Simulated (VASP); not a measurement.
# Rh (Fm-3m) in VASP: further runs

Runs on Rh. Level: LDA. Tasks: single point.

All numbers are computed with VASP 6.6.1; they aren't measurements. Logs are shortened: lines on timing, memory, paths and dates and some standing lists are left out, and cuts for length are marked.

### Step 1. The cell of the first run

Symmetry: Fm-3m, No. 225, cubic system. The conventional cell has a = 3.806 Å, b = 3.806 Å, c = 3.806 Å, α = 90.00°, β = 90.00°, γ = 90.00°. Within 3.5 Å of Rh (site symmetry m-3m) lie 12 Rh at 2.69 Å.

### Step 2. Single point, LDA

INCAR reads:

```
ALGO = Normal ; EDIFF = 1E-6
ENCUT = 520 ; ISIF = 2
ISMEAR = -1 ; LASPH = T
LCHARG = F ; LREAL = F
LWAVE = F ; NBANDS = 14
NELM = 80 ; PREC = Accurate
SIGMA = 0.05
```

KPOINTS reads:

```
k-points
0
Gamma
  18 18 18
```

POSCAR reads:

```
Rh
1.0
    0.0000000000      1.9029860865      1.9029860865
    1.9029860865      0.0000000000      1.9029860865
    1.9029860865      1.9029860865      0.0000000000
Rh
1
Direct
    0.0000000000      0.0000000000      0.0000000000
```

Potentials or basis: VASP PAW LDA potentials, release 64 (Rh_pv).

Launch:

```sh
> cat potpaw_LDA.64/Rh_pv/POTCAR > POTCAR
> mpirun -np 1 vasp_std > vasp.out
```

OUTCAR:

```text
EDIFF = 1E-6
   ENCUT = 520
   ISIF = 2
   ISMEAR = -1
   LASPH = T
   LREAL = F
   NELM = 80
   PREC = Accurate

 ion  position               nearest neighbor table
   1  0.000  0.000  0.000-

  LATTYP: Found a face centered cubic cell.
 ALAT       =     3.8059721730

  Lattice vectors:

 A1 = (   0.0000000000,   1.9029860865,   1.9029860865)
 A2 = (   1.9029860865,   0.0000000000,   1.9029860865)
 A3 = (   1.9029860865,   1.9029860865,   0.0000000000)

Analysis of symmetry for initial positions (statically):
=====================================================================
 Subroutine PRICEL returns:
 Original cell was already a primitive cell.

 Routine SETGRP: Setting up the symmetry group for a
 face centered cubic supercell.

 Subroutine GETGRP returns: Found 48 space group operations
 (whereof 48 operations were pure point group operations)
 out of a pool of 48 trial point group operations.

The static configuration has the point symmetry O_h .

Analysis of symmetry for dynamics (positions and initial velocities):
=====================================================================
 Subroutine PRICEL returns:
 Original cell was already a primitive cell.

 Routine SETGRP: Setting up the symmetry group for a
 face centered cubic supercell.

 Subroutine GETGRP returns: Found 48 space group operations
 (whereof 48 operations were pure point group operations)
 out of a pool of 48 trial point group operations.

The dynamic configuration has the point symmetry O_h .

 Subroutine INISYM returns: Found 48 space group operations
 (whereof 48 operations are pure point group operations),
 and found     1 'primitive' translations

----------------------------------------------------------------------------------------

                                     Primitive cell

  volume of cell :      13.7828

  direct lattice vectors                    reciprocal lattice vectors
     0.000000000  1.902986086  1.902986086    -0.262744958  0.262744958  0.262744958
     1.902986086  0.000000000  1.902986086     0.262744958 -0.262744958  0.262744958
     1.902986086  1.902986086  0.000000000     0.262744958  0.262744958 -0.262744958

  length of vectors
     2.691228733  2.691228733  2.691228733     0.455087617  0.455087617  0.455087617

  position of ions in fractional coordinates (direct lattice)
     0.000000000  0.000000000  0.000000000

  ion indices of the primitive-cell ions
   primitive index   ion index
                 1           1

----------------------------------------------------------------------------------------

 KPOINTS: k-points

Automatic generation of k-mesh.
 Grid dimensions read from file:
 generate k-points for:   18   18   18

 Generating k-lattice:

  Cartesian coordinates                     Fractional coordinates (reciprocal lattice)
    -0.014596942  0.014596942  0.014596942     0.055555556  0.000000000  0.000000000
     0.014596942 -0.014596942  0.014596942     0.000000000  0.055555556  0.000000000
     0.014596942  0.014596942 -0.014596942     0.000000000  0.000000000  0.055555556

  Length of vectors
     0.025282645  0.025282645  0.025282645

  Shift w.r.t. Gamma in fractional coordinates (k-lattice)
     0.000000000  0.000000000  0.000000000

 Subroutine IBZKPT returns following result:
 ===========================================

 Found    195 irreducible k-points:

 Following reciprocal coordinates:
            Coordinates               Weight
  0.000000  0.000000  0.000000      1.000000
  0.055556  0.000000  0.000000      8.000000
  0.111111  0.000000  0.000000      8.000000
  0.166667  0.000000  0.000000      8.000000
  0.222222  0.000000  0.000000      8.000000
  0.277778  0.000000  0.000000      8.000000
[... 16 lines left out ...]
 -0.277778  0.055556  0.000000     24.000000
 -0.222222  0.055556  0.000000     24.000000
 [... further k-points ...]
   k-points           NKPTS =    195   k-points in BZ     NKDIM =    195   number of bands    NBANDS=     14
   number of dos      NEDOS =    301   number of ions     NIONS =      1
   total plane-waves  NPLWV =   8000
   dimension x,y,z NGX =    20 NGY =   20 NGZ =   20
   dimension x,y,z NGXF=    40 NGYF=   40 NGZF=   40
   ions per type =               1
   NGX,Y,Z   is equivalent  to a cutoff of  12.35, 12.35, 12.35 a.u.
   NGXF,Y,Z  is equivalent  to a cutoff of  24.71, 24.71, 24.71 a.u.
 SYSTEM =  unknown system
   PREC   = accura    normal or accurate (medium, high low for compatibility)
   ISTART =      0    job   : 0-new  1-cont  2-samecut
   ICHARG =      2    charge: 1-file 2-atom 10-const
   ISPIN  =      1    spin polarized calculation?
   LNONCOLLINEAR =      F non collinear calculations
   LSORBIT =      F    spin-orbit coupling
   LASPH  =      T    aspherical Exc in radial PAW
   ENCUT  =  520.0 eV  38.22 Ry    6.18 a.u.   5.00  5.00  5.00*2*pi/ulx,y,z
   NELM   =     80;   NELMIN=  2; NELMDL= -5     # of ELM steps
   EDIFF  = 0.1E-05   stopping-criterion for ELM
   LREAL  =      F    real-space projection
   EDIFFG = 0.1E-04   stopping-criterion for IOM
   NSW    =      0    number of steps for IOM
   IBRION =     -1    ionic relax: 0-MD 1-quasi-New 2-CG
   NFREE  =      0    steps in history (QN), initial steepest desc. (CG)
   ISIF   =      2    stress and relaxation
   ISYM   =      2    0-nonsym 1-usesym 2-fastsym
   POTIM  = 0.5000    time-step for ionic-motion
   TEBEG  =    0.0;   TEEND  =   0.0 temperature during run
   PSTRESS=    0.0 pullay stress
   NELECT =      15.0000    total number of electrons
   NUPDOWN=      -1.0000    fix difference up-down
   EMIN   =  10.00;   EMAX   =-10.00  energy-range for DOS
   EFERMI =   0.00;   METHOD = LEGACY
   ISMEAR =    -1;   SIGMA  =   0.05  broadening in eV -4-tet -1-fermi 0-gaus
   EFERMI_NEDOS =   21; number of points for ismear=-14 and -15
   IALGO  =     38    algorithm
   IMIX   =      4    mixing-type and parameters
     AMIX     =   0.40;   BMIX     =  1.00
     AMIX_MAG =   1.60;   BMIX_MAG =  1.00
  volume/ion in A,a.u.               =      13.78        93.01
  Fermi-wavevector in a.u.,A,eV,Ry     =   1.683939  3.182183 38.581359  2.835650
  Thomas-Fermi vector in A             =   2.767050
   LORBIT       =      0    0 simple, 1 ext, 2 COOP (PROOUT), +10 PAW based schemes
   GGA     = CA    functional components
   LHFCALC =     F    Hartree Fock is set to
   AEXX    =    0.0000 exact exchange contribution
   IVDW    =     0    specifies the selected vdW correction
   LEPSILON=     F    determine dielectric tensor
   LRPA    =     F    only Hartree local field effects (RPA)
 non-spin polarized calculation
  energy-cutoff  :      520.00
  volume of cell :       13.78
 maximum number of plane-waves:       388
   NGX =  9   NGY =  9   NGZ =  9

 number of electron      15.0000007 magnetization

 Free energy of the ion-electron system (eV)
  ---------------------------------------------------
  ext. energy  EPLUGINS =         0.00000000
  ---------------------------------------------------
  free energy    TOTEN  =        -8.67075947 eV

  energy without entropy =       -8.65978754  energy(sigma->0) =       -8.66527350

 E-fermi :  11.6662     XC(G=0): -14.3367

 val. band max:       11.6624002718   @ k =   0.5000   0.2222   0.1111
 cond. band min:      11.6693485114   @ k =  -0.4444   0.3333   0.1667
 fundamental gap:      0.0069482396
 Fermi energy:        11.6662083868

 k-point     1 :       0.0000    0.0000    0.0000
  band No.  band energies     occupation
      1     -34.5034      2.00000
      2     -34.5034      2.00000
      3     -34.5034      2.00000
      4       3.6517      2.00000
      5       8.5616      2.00000
      6       8.5616      2.00000
      7       8.5616      2.00000
      8      10.6787      2.00000
      9      10.6787      2.00000
     10      27.6161      0.00000
     11      32.0060      0.00000
     12      33.0059      0.00000
     13      33.0059      0.00000
     14      33.0059      0.00000

 k-point     2 :       0.0556    0.0000    0.0000
  band No.  band energies     occupation
      1     -34.5265      2.00000
      2     -34.5065      2.00000
      3     -34.5065      2.00000
      4       3.7764      2.00000
      5       8.5061      2.00000
      6       8.6107      2.00000
      7       8.6107      2.00000
      8      10.6510      2.00000
      9      10.6510      2.00000
     10      27.7981      0.00000
     11      32.0035      0.00000
     12      32.3229      0.00000
     13      33.1885      0.00000
     14      33.1885      0.00000

 k-point     3 :       0.1111    0.0000    0.0000
  band No.  band energies     occupation
      1     -34.5927      2.00000
      2     -34.5155      2.00000
      3     -34.5155      2.00000
      4       4.1341      2.00000
      5       8.3674      2.00000
      6       8.7391      2.00000
      7       8.7391      2.00000
      8      10.5909      2.00000
      9      10.5909      2.00000
     10      28.2844      0.00000
     11      30.8824      0.00000
     12      32.0069      0.00000
     13      33.7184      0.00000
     14      33.7184      0.00000
[... 324 lines left out ...]
 k-point    23 :      -0.2778    0.0556    0.0000
  band No.  band energies     occupation
      1     -34.9841      2.00000
      2     -34.5946      2.00000
      3     -34.5623      2.00000
      4       5.7475      2.00000
      5       8.6980      2.00000
      6       8.9113      2.00000
      7       8.9207      2.00000
      8      10.8495      2.00000
      9      11.6109      1.50318
     10      25.3026      0.00000
     11      28.8820      0.00000
     12      32.0057      0.00000
     13      34.1556      0.00000
     14      36.6786      0.00000

 k-point    24 :      -0.2222    0.0556    0.0000
  band No.  band energies     occupation
      1     -34.8606      2.00000
      2     -34.5763      2.00000
      3     -34.5442      2.00000
      4       5.4854      2.00000
      5       8.2192      2.00000
      6       8.9608      2.00000
      7       9.0125      2.00000
      8      10.4793      2.00000
      9      11.1623      1.99992
     10      27.0683      0.00000
     11      29.3297      0.00000
     12      32.0059      0.00000
     13      34.4491      0.00000
     14      36.2877      0.00000

 [... further k-points ...]
[... 5 lines left out ...]
  --------------------------------------------------------------------------------------
  -------------------------------------------------------------------------------------
  Total       -0.9485964     -0.9485964     -0.9485964      0.0000000     -0.0000000      0.0000000
  in kB     -110.2694568   -110.2694568   -110.2694568      0.0000000     -0.0000000      0.0000000
  external PRESSURE =    -110.2694568 kB  Pullay stress =       0.0000000 kB

 VOLUME and BASIS-vectors are now :
 -----------------------------------------------------------------------------
  energy-cutoff  :      520.00
  volume of cell :       13.78
      direct lattice vectors                 reciprocal lattice vectors
     0.000000000  1.902986086  1.902986086    -0.262744958  0.262744958  0.262744958
     1.902986086  0.000000000  1.902986086     0.262744958 -0.262744958  0.262744958
     1.902986086  1.902986086  0.000000000     0.262744958  0.262744958 -0.262744958

 POSITION                                       TOTAL-FORCE (eV/Angst)
 -----------------------------------------------------------------------------------
      0.00000      0.00000      0.00000        -0.000000      0.000000      0.000000
 -----------------------------------------------------------------------------------
    total drift:                               -0.000000     -0.000000     -0.000000

  FREE ENERGIE OF THE ION-ELECTRON SYSTEM (eV)
  ---------------------------------------------------
  free  energy   TOTEN  =        -8.6707594672 eV

  energy  without entropy=       -8.6597875369  energy(sigma->0) =       -8.66527350
```

Wall time 17 s (1 thread of AMD EPYC 9R14 (Zen 4), shared host); peak memory 0.11 GiB.

What came out:

```
Free energy : -8.6708 eV
Pressure    : -11.0 GPa
```

### Step 3. Single point, LDA (volume scaled by 1.02)

INCAR reads:

```
SYSTEM = Rh
  PREC = Accurate
  ENCUT = 520
  EDIFF = 1E-7
  ISMEAR = -1
  SIGMA = 0.05
  LREAL = .False.
  LASPH = .True.
  NELM = 80
  ALGO = Normal
  ISIF = 2
  LWAVE = .False.
  LCHARG = .False.
  GGA = CA
  NBANDS = 14
```

KPOINTS reads:

```
regular mesh
0
Gamma
  18 18 18
  0 0 0
```

POSCAR reads:

```
Rh
1.0
    0.0000000000      1.9155890106      1.9155890106
    1.9155890106      0.0000000000      1.9155890106
    1.9155890106      1.9155890106      0.0000000000
Rh
1
Direct
    0.0000000000      0.0000000000      0.0000000000
```

Potentials or basis: VASP PAW LDA potentials, release 64 (Rh_pv).

Launch:

```sh
> cat potpaw_LDA.64/Rh_pv/POTCAR > POTCAR
> mpirun -np 1 vasp_std > vasp.out
```

It took 18 s on 1 thread of AMD EPYC 9R14 (Zen 4), shared host; peak memory 0.11 GiB.

Results (log left out):

```
Free energy : -8.6477 eV
Pressure    : -15.9 GPa
```

Levels at points of the mesh, in eV from the Fermi level:
```tsv
k point	band 3	band 4	band 5	band 6	band 7	band 8	band 9	band 10	band 11	band 12
(0.00, 0.00, 0.00)	-46.14	-7.87	-3.01	-3.01	-3.01	-0.96	-0.96	15.97	20.40	21.24
(0.50, 0.00, 0.00)	-46.23	-5.99	-3.07	-3.07	0.55	0.55	0.72	8.35	15.47	20.40
(0.50, 0.50, 0.00)	-46.39	-6.14	-5.79	0.54	0.95	0.95	3.17	11.95	13.07	13.07
```

### Step 4. Single point, LDA (volume scaled by 1.06)

INCAR reads:

```
PREC = Accurate
ENCUT = 520
EDIFF = 1E-6
ISMEAR = -1
SIGMA = 0.05
LREAL = F
LASPH = T
NELM = 100
ALGO = Normal
ISIF = 2
LWAVE = F
LCHARG = F
GGA = CA
NBANDS = 14
```

KPOINTS reads:

```
regular mesh
0
Gamma
  18 18 18
```

POSCAR reads:

```
Rh
1.0
    0.0000000000      1.9403090147      1.9403090147
    1.9403090147      0.0000000000      1.9403090147
    1.9403090147      1.9403090147      0.0000000000
Rh
1
Direct
    0.0000000000      0.0000000000      0.0000000000
```

Launch:

```sh
> cat potpaw_LDA.64/Rh_pv/POTCAR > POTCAR
> mpirun -np 1 vasp_std > vasp.out
```

Run time: 18 s. Hardware: 1 thread of AMD EPYC 9R14 (Zen 4), shared host; peak memory 0.11 GiB.

Results (log left out):

| Quantity | Value |
| --- | --- |
| Free energy | -8.5792 eV |
| Pressure | -23.9 GPa |

Levels at points of the mesh, in eV from the Fermi level:
```tsv
k point	band 5	band 6	band 7	band 8	band 9	band 10
(0.00, 0.00, 0.00)	-2.83	-2.83	-2.83	-0.90	-0.90	15.98
(0.50, 0.00, 0.00)	-2.89	-2.89	0.51	0.51	0.77	7.98
(0.50, 0.50, 0.00)	-5.46	0.50	0.88	0.88	3.13	11.48
```

### Step 5. Single point, LDA

INCAR reads:

```
PREC = Accurate ; ENCUT = 520
EDIFF = 1E-6 ; ISMEAR = -1
SIGMA = 0.05 ; LREAL = F
LASPH = T ; NELM = 100
ALGO = Normal ; ISIF = 2
LWAVE = F ; LCHARG = T
GGA = CA ; LELF = T
LVHAR = T ; NBANDS = 14
```

KPOINTS reads:

```
regular mesh
0
Gamma
  5 5 5
```

POSCAR reads:

```
Rh
1.0
    0.0000000000      1.9029860865      1.9029860865
    1.9029860865      0.0000000000      1.9029860865
    1.9029860865      1.9029860865      0.0000000000
Rh
1
Direct
    0.0000000000      0.0000000000      0.0000000000
```

Launch:

```sh
> cat potpaw_LDA.64/Rh_pv/POTCAR > POTCAR
> mpirun -np 1 vasp_std > vasp.out
```

Run time: 4.2 s. Hardware: 1 thread of Intel Xeon 8259CL, shared host; peak memory 0.12 GiB.

It converged, with:

* Free energy: -8.5226 eV
* Pressure: -8.2 GPa

Levels at points of the mesh, in eV from the Fermi level:
```
           k point  band 6  band 7  band 8  band 9  band 10  band 11
(0.00, 0.00, 0.00)   -3.36   -3.36   -1.22   -1.22    15.66    20.16
```

Caveat: the k points lie up to 0.57 Å⁻¹ apart.

### Step 6. Overview

| cell | k mesh | gap on the mesh (eV) | pressure (GPa) |
| --- | --- | --- | --- |
| a = 2.691 Å, angles 60.0°, 1 atom | 18 × 18 × 18 | none | -11.0 |
| a = 2.709 Å, angles 60.0°, 1 atom | 18 × 18 × 18 | none | -15.9 |
| a = 2.744 Å, angles 60.0°, 1 atom | 18 × 18 × 18 | none | -23.9 |
| a = 2.691 Å, angles 60.0°, 1 atom | 5 × 5 × 5 | none | -8.2 |

Alike in all rows: task single point; level LDA; potentials or basis VASP PAW LDA potentials, release 64 (Rh_pv); no spin polarisation; cutoff (eV) 520; smearing fermi-dirac 0.05 eV.

Caveats: some runs use coarse meshes.

Absolute energies hang on the potentials; compare differences alone.
